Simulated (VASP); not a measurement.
# BiTe (Fm-3m) in VASP: further runs

BiTe is run at these levels: PBE; tasks: electric field gradients.

Program: VASP 6.6.1. These are calculated values, not measurements. Logs are shortened: lines on timing, memory, paths and dates and some standing lists are left out, and cuts for length are marked.

### Step 1. The cell of the first run

The structure is cubic, space group Fm-3m (No. 225). Conventional cell: a = 6.383 Å, b = 6.383 Å, c = 6.383 Å, α = 90.00°, β = 90.00°, γ = 90.00°. Within 4.2 Å of Bi (site symmetry m-3m) lie 6 Te at 3.19 Å. Within 4.2 Å of Te (site symmetry m-3m) lie 6 Bi at 3.19 Å.

### Step 2. Electric field gradients, PBE (volume scaled by 0.96)

File INCAR:

```
ALGO     = Normal         # electronic algorithm
EDIFF    = 1E-8           # SCF threshold, eV
ENCUT    = 520            # plane-wave cutoff, eV
GGA      = PE             # functional
ISIF     = 2              # what is computed and relaxed
ISMEAR   = -1             # smearing method
LASPH    = True           # aspherical terms in the spheres
LCHARG   = False          # write CHGCAR
LEFG     = True         
LREAL    = False          # projectors in reciprocal space
LWAVE    = False          # write WAVECAR
NBANDS   = 18             # bands
NELM     = 100            # most SCF steps
PREC     = Accurate       # precision mode
SIGMA    = 0.08           # smearing width, eV
```

File KPOINTS:

```
k-points
0
Gamma
  10 10 10
```

File POSCAR:

```
BiTe
1.0
    0.0000000000      3.1912784242      3.1912784242
    3.1912784242      0.0000000000      3.1912784242
    3.1912784242      3.1912784242      0.0000000000
Bi Te
1 1
Direct
    0.0000000000      0.0000000000      0.0000000000
    0.5000000000      0.5000000000      0.5000000000
```

Potentials or basis: VASP PAW PBE potentials, release 64 (Bi_d, Te).

Command:

```console
> cat potpaw_PBE.64/Bi_d/POTCAR potpaw_PBE.64/Te/POTCAR > POTCAR
> mpirun -np 1 vasp_std > vasp.out
```

OUTCAR:

```text
EDIFF = 1E-8
   ENCUT = 520
   GGA = PE
   ISIF = 2
   ISMEAR = -1
   LASPH = True
   LREAL = False
   NELM = 100
   PREC = Accurate

 ion  position               nearest neighbor table
   1  0.000  0.000  0.000-   2 3.19   2 3.19   2 3.19   2 3.19   2 3.19   2 3.19
   2  0.500  0.500  0.500-   1 3.19   1 3.19   1 3.19   1 3.19   1 3.19   1 3.19

  LATTYP: Found a face centered cubic cell.
 ALAT       =     6.3825568484

  Lattice vectors:

 A1 = (   0.0000000000,   3.1912784242,   3.1912784242)
 A2 = (   3.1912784242,   0.0000000000,   3.1912784242)
 A3 = (   3.1912784242,   3.1912784242,   0.0000000000)

Analysis of symmetry for initial positions (statically):
=====================================================================
 Subroutine PRICEL returns:
 Original cell was already a primitive cell.

 Routine SETGRP: Setting up the symmetry group for a
 face centered cubic supercell.

 Subroutine GETGRP returns: Found 48 space group operations
 (whereof 48 operations were pure point group operations)
 out of a pool of 48 trial point group operations.

The static configuration has the point symmetry O_h .

Analysis of symmetry for dynamics (positions and initial velocities):
=====================================================================
 Subroutine PRICEL returns:
 Original cell was already a primitive cell.

 Routine SETGRP: Setting up the symmetry group for a
 face centered cubic supercell.

 Subroutine GETGRP returns: Found 48 space group operations
 (whereof 48 operations were pure point group operations)
 out of a pool of 48 trial point group operations.

The dynamic configuration has the point symmetry O_h .

 Subroutine INISYM returns: Found 48 space group operations
 (whereof 48 operations are pure point group operations),
 and found     1 'primitive' translations

----------------------------------------------------------------------------------------

                                     Primitive cell

  volume of cell :      65.0016

  direct lattice vectors                    reciprocal lattice vectors
[... 121 lines left out ...]
 maximum number of plane-waves:      1807
 NGX is ok and might be reduce to    36
   NGX = 17   NGY = 17   NGZ = 17

 number of electron      21.0000003 magnetization

 Free energy of the ion-electron system (eV)
  ---------------------------------------------------
  ext. energy  EPLUGINS =         0.00000000
  ---------------------------------------------------
  free energy    TOTEN  =        -7.15550700 eV

  energy without entropy =       -7.12556471  energy(sigma->0) =       -7.14053586

 E-fermi :   7.1677     XC(G=0):  -9.6177

 val. band max:        7.1574467253   @ k =  -0.2000   0.1000   0.0000
 cond. band min:       7.1959919857   @ k =   0.2000   0.2000   0.0000
 fundamental gap:      0.0385452604
 Fermi energy:         7.1676943239

 k-point     1 :       0.0000    0.0000    0.0000
  band No.  band energies     occupation
      1     -16.0166      2.00000
      2     -16.0166      2.00000
      3     -16.0112      2.00000
      4     -16.0112      2.00000
      5     -16.0112      2.00000
      6      -6.6579      2.00000
[... 481 lines left out ...]
      5     -16.0012      2.00000
      6      -5.2580      2.00000
[... 10 lines left out ...]
     17      16.1642      0.00000
     18      16.2380      0.00000

 [... further k-points ...]

------------------------ aborting loop because EDIFF is reached ----------------------------------------

  FORCE on cell =-STRESS in cart. coord.  units (eV):
  Direction    XX          YY          ZZ          XY          YZ          ZX
  --------------------------------------------------------------------------------------
  -------------------------------------------------------------------------------------
  Total        1.2192330      1.2192330      1.2192330      0.0000000      0.0000000     -0.0000000
  in kB       30.0519875     30.0519875     30.0519875      0.0000000      0.0000000     -0.0000000
  external PRESSURE =      30.0519875 kB  Pullay stress =       0.0000000 kB

 VOLUME and BASIS-vectors are now :
 -----------------------------------------------------------------------------
  energy-cutoff  :      520.00
  volume of cell :       65.00
      direct lattice vectors                 reciprocal lattice vectors
     0.000000000  3.191278424  3.191278424    -0.156677022  0.156677022  0.156677022
     3.191278424  0.000000000  3.191278424     0.156677022 -0.156677022  0.156677022
     3.191278424  3.191278424  0.000000000     0.156677022  0.156677022 -0.156677022

 POSITION                                       TOTAL-FORCE (eV/Angst)
 -----------------------------------------------------------------------------------
      0.00000      0.00000      0.00000        -0.000000      0.000000     -0.000000
      3.19128      3.19128      3.19128         0.000000      0.000000      0.000000
 -----------------------------------------------------------------------------------
    total drift:                               -0.000000      0.000000      0.000000

  FREE ENERGIE OF THE ION-ELECTRON SYSTEM (eV)
  ---------------------------------------------------
  free  energy   TOTEN  =        -7.1555069999 eV

  energy  without entropy=       -7.1255647121  energy(sigma->0) =       -7.14053586

 Electric field gradients (V/A^2)
---------------------------------------------------------------------
 ion       V_xx      V_yy      V_zz      V_xy      V_xz      V_yz
---------------------------------------------------------------------
   1      -0.000    -0.000     0.000    -0.001    -0.001    -0.001
   2       0.000    -0.000    -0.000    -0.000    -0.000    -0.000
---------------------------------------------------------------------

 Electric field gradients after diagonalization (V/A^2)
 (convention: |V_zz| > |V_xx| > |V_yy|)
----------------------------------------------------------------------
 ion       V_xx      V_yy      V_zz     asymmetry (V_yy - V_xx)/ V_zz
----------------------------------------------------------------------
   1       0.001     0.001    -0.002       0.000
   2       0.000     0.000    -0.000       0.000
----------------------------------------------------------------------

           NMR quadrupolar parameters

 Cq : quadrupolar parameter    Cq=e*Q*V_zz/h
 eta: asymmetry parameters     (V_yy - V_xx)/ V_zz
 Q  : nuclear electric quadrupole moment in mb (millibarn)
----------------------------------------------------------------------
 ion       Cq(MHz)       eta       Q (mb)
----------------------------------------------------------------------
   1      -0.000       0.000       1.000
   2      -0.000       0.000       1.000
----------------------------------------------------------------------
```

OSZICAR:

```text
N       E                     dE             d eps       ncg     rms          rms(c)
DAV:   1     0.161124973218E+03    0.16112E+03   -0.98968E+03  1700   0.114E+03
DAV:   2     0.544320501249E+01   -0.15568E+03   -0.15154E+03  1784   0.311E+02
DAV:   3    -0.681631922731E+01   -0.12260E+02   -0.12084E+02  2018   0.908E+01
DAV:   4    -0.716020432106E+01   -0.34389E+00   -0.34306E+00  2058   0.160E+01
DAV:   5    -0.717383134847E+01   -0.13627E-01   -0.13626E-01  2324   0.308E+00    0.689E+00
DAV:   6    -0.715192090530E+01    0.21910E-01   -0.74693E-02  2350   0.173E+00    0.425E+00
DAV:   7    -0.715581519665E+01   -0.38943E-02   -0.26254E-02  1944   0.856E-01    0.434E-01
DAV:   8    -0.715538280166E+01    0.43239E-03   -0.45973E-03  2146   0.460E-01    0.129E-01
DAV:   9    -0.715550699941E+01   -0.12420E-03   -0.40857E-04  1916   0.117E-01    0.480E-02
DAV:  10    -0.715550714447E+01   -0.14506E-06   -0.11545E-05  2322   0.206E-02    0.315E-02
DAV:  11    -0.715550630333E+01    0.84114E-06   -0.49844E-06  1828   0.121E-02    0.213E-02
DAV:  12    -0.715550666651E+01   -0.36318E-06   -0.20971E-07  2198   0.386E-03    0.788E-03
DAV:  13    -0.715550689638E+01   -0.22987E-06   -0.58086E-08  1954   0.158E-03    0.401E-03
DAV:  14    -0.715550701967E+01   -0.12329E-06   -0.42206E-09  1386   0.468E-04    0.164E-03
DAV:  15    -0.715550698998E+01    0.29695E-07   -0.57890E-09   994   0.310E-04    0.618E-04
DAV:  16    -0.715550699993E+01   -0.99540E-08   -0.91205E-10   944   0.310E-04
   1 F= -.71555070E+01 E0= -.71405359E+01  d E =-.299423E-01
```

stdout:

```text
POSCAR found type information on POSCAR BiTe
 POSCAR found :  2 types and       2 ions
 scaLAPACK will be used
 LDA part: xc-table for (Slater+PW92), standard interpolation
 POSCAR, INCAR and KPOINTS ok, starting setup
 FFT: planning ... GRIDC
 FFT: planning ... GRID_SOFT
 FFT: planning ... GRID
 WAVECAR not read
 entering main loop
ion   1

ion   2
```

Wall time 97 s (1 thread of AMD EPYC 7R43 (Zen 3), shared host); peak memory 0.19 GiB.

Results:

| Property | Result |
| --- | --- |
| Free energy | -7.1555 eV |
| Pressure | 3.0 GPa |

Caveat: without QUAD_EFG the Cq values of the log hold for a quadrupole moment of 1 mb, not for the nuclei; spin-orbit coupling is left out, which moves the levels of the heavy elements.

### Step 3. Electric field gradients, PBE (volume scaled by 0.98)

File INCAR:

```
SYSTEM = BiTe
ALGO = Normal
EDIFF = 1E-8
ENCUT = 520
GGA = PE
ISIF = 2
ISMEAR = -1
LASPH = .TRUE.
LCHARG = .FALSE.
LEFG = .TRUE.
LREAL = .FALSE.
LWAVE = .FALSE.
NBANDS = 18
NELM = 80
PREC = Accurate
SIGMA = 0.08
```

File KPOINTS:

```
k-points
0
G
  10 10 10
  0 0 0
```

File POSCAR:

```
BiTe
1.0
    0.0000000000      3.2132879364      3.2132879364
    3.2132879364      0.0000000000      3.2132879364
    3.2132879364      3.2132879364      0.0000000000
Bi Te
1 1
Direct
    0.0000000000      0.0000000000      0.0000000000
    0.5000000000      0.5000000000      0.5000000000
```

Potentials or basis: VASP PAW PBE potentials, release 64 (Bi_d, Te).

Command:

```console
> cat potpaw_PBE.64/Bi_d/POTCAR potpaw_PBE.64/Te/POTCAR > POTCAR
> mpirun -np 1 vasp_std > vasp.out
```

OUTCAR:

```text
SYSTEM = BiTe
   EDIFF = 1E-8
   ENCUT = 520
   GGA = PE
   ISIF = 2
   ISMEAR = -1
   LASPH = .TRUE.
   LREAL = .FALSE.
   NELM = 80
   PREC = Accurate

 ion  position               nearest neighbor table
   1  0.000  0.000  0.000-   2 3.21   2 3.21   2 3.21   2 3.21   2 3.21   2 3.21
   2  0.500  0.500  0.500-   1 3.21   1 3.21   1 3.21   1 3.21   1 3.21   1 3.21

  LATTYP: Found a face centered cubic cell.
 ALAT       =     6.4265758728

  Lattice vectors:

 A1 = (   0.0000000000,   3.2132879364,   3.2132879364)
 A2 = (   3.2132879364,   0.0000000000,   3.2132879364)
 A3 = (   3.2132879364,   3.2132879364,   0.0000000000)

Analysis of symmetry for initial positions (statically):
=====================================================================
 Subroutine PRICEL returns:
 Original cell was already a primitive cell.

 Routine SETGRP: Setting up the symmetry group for a
 face centered cubic supercell.

 Subroutine GETGRP returns: Found 48 space group operations
 (whereof 48 operations were pure point group operations)
 out of a pool of 48 trial point group operations.

The static configuration has the point symmetry O_h .

Analysis of symmetry for dynamics (positions and initial velocities):
=====================================================================
 Subroutine PRICEL returns:
 Original cell was already a primitive cell.

 Routine SETGRP: Setting up the symmetry group for a
 face centered cubic supercell.

 Subroutine GETGRP returns: Found 48 space group operations
 (whereof 48 operations were pure point group operations)
 out of a pool of 48 trial point group operations.

The dynamic configuration has the point symmetry O_h .

 Subroutine INISYM returns: Found 48 space group operations
 (whereof 48 operations are pure point group operations),
 and found     1 'primitive' translations

----------------------------------------------------------------------------------------

                                     Primitive cell

  volume of cell :      66.3558

  direct lattice vectors                    reciprocal lattice vectors
     0.000000000  3.213287936  3.213287936    -0.155603858  0.155603858  0.155603858
     3.213287936  0.000000000  3.213287936     0.155603858 -0.155603858  0.155603858
     3.213287936  3.213287936  0.000000000     0.155603858  0.155603858 -0.155603858

  length of vectors
     4.544275379  4.544275379  4.544275379     0.269513788  0.269513788  0.269513788

  position of ions in fractional coordinates (direct lattice)
     0.000000000  0.000000000  0.000000000
     0.500000000  0.500000000  0.500000000

  ion indices of the primitive-cell ions
   primitive index   ion index
                 1           1
                 2           2

----------------------------------------------------------------------------------------

 KPOINTS: k-points

Automatic generation of k-mesh.
 Grid dimensions read from file:
 generate k-points for:   10   10   10
[... 70 lines left out ...]
   ISIF   =      2    stress and relaxation
   ISYM   =      2    0-nonsym 1-usesym 2-fastsym
   POTIM  = 0.5000    time-step for ionic-motion
   TEBEG  =    0.0;   TEEND  =   0.0 temperature during run
   PSTRESS=    0.0 pullay stress
   NELECT =      21.0000    total number of electrons
   NUPDOWN=      -1.0000    fix difference up-down
   EMIN   =  10.00;   EMAX   =-10.00  energy-range for DOS
   EFERMI =   0.00;   METHOD = LEGACY
   ISMEAR =    -1;   SIGMA  =   0.08  broadening in eV -4-tet -1-fermi 0-gaus
   EFERMI_NEDOS =   21; number of points for ismear=-14 and -15
   IALGO  =     38    algorithm
   IMIX   =      4    mixing-type and parameters
     AMIX     =   0.40;   BMIX     =  1.00
     AMIX_MAG =   1.60;   BMIX_MAG =  1.00
  volume/ion in A,a.u.               =      33.18       223.90
  Fermi-wavevector in a.u.,A,eV,Ry     =   1.115634  2.108242 16.934335  1.244639
  Thomas-Fermi vector in A             =   2.252240
   LORBIT       =      0    0 simple, 1 ext, 2 COOP (PROOUT), +10 PAW based schemes
   GGA     = PE    functional components
   LHFCALC =     F    Hartree Fock is set to
   AEXX    =    0.0000 exact exchange contribution
   IVDW    =     0    specifies the selected vdW correction
   LEPSILON=     F    determine dielectric tensor
   LRPA    =     F    only Hartree local field effects (RPA)
 non-spin polarized calculation
  energy-cutoff  :      520.00
  volume of cell :       66.36
 maximum number of plane-waves:      1816
 NGX is ok and might be reduce to    36
   NGX = 17   NGY = 17   NGZ = 17

 number of electron      21.0000004 magnetization

 Free energy of the ion-electron system (eV)
  ---------------------------------------------------
  ext. energy  EPLUGINS =         0.00000000
  ---------------------------------------------------
  free energy    TOTEN  =        -7.17610128 eV

  energy without entropy =       -7.14576309  energy(sigma->0) =       -7.16093219

 E-fermi :   6.9081     XC(G=0):  -9.5247

 val. band max:        6.9000651802   @ k =  -0.2000   0.1000   0.0000
 cond. band min:       6.9190579897   @ k =   0.2000   0.2000   0.0000
 fundamental gap:      0.0189928094
 Fermi energy:         6.9080695591

 k-point     1 :       0.0000    0.0000    0.0000
  band No.  band energies     occupation
      1     -16.2641      2.00000
      2     -16.2641      2.00000
      3     -16.2599      2.00000
      4     -16.2599      2.00000
      5     -16.2599      2.00000
      6      -6.7666      2.00000
[... 481 lines left out ...]
      5     -16.2509      2.00000
      6      -5.4116      2.00000
[... 10 lines left out ...]
     17      15.8738      0.00000
     18      15.9500      0.00000

 [... further k-points ...]

------------------------ aborting loop because EDIFF is reached ----------------------------------------

  FORCE on cell =-STRESS in cart. coord.  units (eV):
  Direction    XX          YY          ZZ          XY          YZ          ZX
  --------------------------------------------------------------------------------------
  -------------------------------------------------------------------------------------
  Total        0.7509171      0.7509171      0.7509171      0.0000000      0.0000000     -0.0000000
  in kB       18.1310800     18.1310800     18.1310800      0.0000000      0.0000000     -0.0000000
  external PRESSURE =      18.1310800 kB  Pullay stress =       0.0000000 kB

 VOLUME and BASIS-vectors are now :
 -----------------------------------------------------------------------------
  energy-cutoff  :      520.00
  volume of cell :       66.36
      direct lattice vectors                 reciprocal lattice vectors
     0.000000000  3.213287936  3.213287936    -0.155603858  0.155603858  0.155603858
     3.213287936  0.000000000  3.213287936     0.155603858 -0.155603858  0.155603858
     3.213287936  3.213287936  0.000000000     0.155603858  0.155603858 -0.155603858

 POSITION                                       TOTAL-FORCE (eV/Angst)
 -----------------------------------------------------------------------------------
      0.00000      0.00000      0.00000        -0.000000     -0.000000      0.000000
      3.21329      3.21329      3.21329         0.000000      0.000000     -0.000000
 -----------------------------------------------------------------------------------
    total drift:                               -0.000000      0.000000      0.000000

  FREE ENERGIE OF THE ION-ELECTRON SYSTEM (eV)
  ---------------------------------------------------
  free  energy   TOTEN  =        -7.1761012805 eV

  energy  without entropy=       -7.1457630925  energy(sigma->0) =       -7.16093219

 Electric field gradients (V/A^2)
---------------------------------------------------------------------
 ion       V_xx      V_yy      V_zz      V_xy      V_xz      V_yz
---------------------------------------------------------------------
   1       0.000    -0.000     0.000    -0.000    -0.000    -0.000
   2       0.000     0.000     0.000    -0.000    -0.000    -0.000
---------------------------------------------------------------------

 Electric field gradients after diagonalization (V/A^2)
 (convention: |V_zz| > |V_xx| > |V_yy|)
----------------------------------------------------------------------
 ion       V_xx      V_yy      V_zz     asymmetry (V_yy - V_xx)/ V_zz
----------------------------------------------------------------------
   1       0.000     0.000    -0.001       0.000
   2       0.000     0.000    -0.000       0.000
----------------------------------------------------------------------

           NMR quadrupolar parameters

 Cq : quadrupolar parameter    Cq=e*Q*V_zz/h
 eta: asymmetry parameters     (V_yy - V_xx)/ V_zz
 Q  : nuclear electric quadrupole moment in mb (millibarn)
----------------------------------------------------------------------
 ion       Cq(MHz)       eta       Q (mb)
----------------------------------------------------------------------
   1      -0.000       0.000       1.000
   2      -0.000       0.000       1.000
----------------------------------------------------------------------
```

Run time: 97 s. Hardware: 1 thread of AMD EPYC 7R43 (Zen 3), shared host; peak memory 0.19 GiB.

Results:

* Free energy: -7.1761 eV
* Pressure: 1.8 GPa

Caveat: without QUAD_EFG the Cq values of the log hold for a quadrupole moment of 1 mb, not for the nuclei; spin-orbit coupling is left out, which moves the levels of the heavy elements.

[end of part 1 of 2]
